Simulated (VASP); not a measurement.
Wanted: the native input for a VASP 6.6.1 run.

* Task: single point
* Functional: PBE
* Potentials or basis: VASP PAW PBE potentials, release 64 (W_sv, S)
* Cutoff: 520 eV
* k mesh: 12 × 12 × 12
* Occupations: gaussian, width 0.02 eV
* Spin: no spin polarisation
* Dipole correction: no
* Further INCAR settings: ALGO = Normal; EDIFF = 1e-07; NBANDS = 20

The structure of WS2 lies in POSCAR:

```
WS2
1.0
    1.5940179570      0.9203066966      7.2210141405
   -1.5940179570      0.9203066966      7.2210141405
    0.0000000000     -1.8406133931      7.2210141405
W S
1 2
Direct
    0.0006772602      0.0006772602      0.0006772602
    0.4065238177      0.4065238177      0.4065238177
    0.2614989321      0.2614989321      0.2614989321
```

One way to write it, as run:

INCAR

```
ALGO     = Normal         # electronic algorithm
EDIFF    = 1E-7           # SCF threshold, eV
ENCUT    = 520            # plane-wave cutoff, eV
GGA      = PE             # functional
ISIF     = 2              # what is computed and relaxed
ISMEAR   = 0              # smearing method
LASPH    = True           # aspherical terms in the spheres
LCHARG   = False          # write CHGCAR
LREAL    = False          # projectors in reciprocal space
LWAVE    = False          # write WAVECAR
NBANDS   = 20             # bands
NELM     = 100            # most SCF steps
PREC     = Accurate       # precision mode
SIGMA    = 0.02           # smearing width, eV
```

KPOINTS

```
k-points
0
Gamma
  12 12 12
```

Potentials or basis: VASP PAW PBE potentials, release 64 (W_sv, S).

Run with:

```console
$ cat potpaw_PBE.64/W_sv/POTCAR potpaw_PBE.64/S/POTCAR > POTCAR
$ mpirun -np 1 vasp_std > vasp.out
```

It gave:

```
Pressure               : 0.0 GPa
Band gap on the k mesh : 1.59 eV (least direct gap 1.81 eV)
```

Caveat: spin-orbit coupling is left out, which moves the levels of the heavy elements.

Run time: 21 min on 1 thread of AMD EPYC 7R13 Processor (Zen 3), on a shared host, peak memory 0.52 GiB.
